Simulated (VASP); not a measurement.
Input of a VASP 6.6.1 run:

The input INCAR:

```
  PREC = Accurate
  ENCUT = 520
  EDIFF = 1E-6
  ISMEAR = 1
  SIGMA = 0.05
  LREAL = F
  LASPH = T
  NELM = 60
  ALGO = Normal
  ISIF = 2
  LWAVE = F
  LCHARG = F
  NBANDS = 18
```

The input KPOINTS:

```
Automatic mesh
0
Gamma
  5 5 5
```

POSCAR

```
BaZn
1.0
    4.0785100000      0.0000000000      0.0000000000
    0.0000000000      4.0785100000      0.0000000000
    0.0000000000      0.0000000000      4.0785100000
Ba Zn
1 1
Direct
    0.0000000000      0.0000000000      0.0000000000
    0.5000000000      0.5000000000      0.4754812419
```

Potentials or basis: VASP PAW LDA potentials, release 64 (Ba_sv, Zn).

Run with:

```sh
$ cat potpaw_LDA.64/Ba_sv/POTCAR potpaw_LDA.64/Zn/POTCAR > POTCAR
$ mpirun -np 1 vasp_std > vasp.out
```

Predict the largest force.

0.119 eV/Å.

Estimate the pressure.

-2.0 GPa.

What does it give for the band gap on the k mesh?

Zero (band 11 reaches 2.57 eV, above the bottom of band 12 at 1.02 eV).

Forces in eV/Å, atoms in the order of the input:
```
Ba   0.000  0.000 -0.119
Zn   0.000  0.000  0.119
```

Caveat: spin-orbit coupling is left out, which moves the levels of the heavy elements.
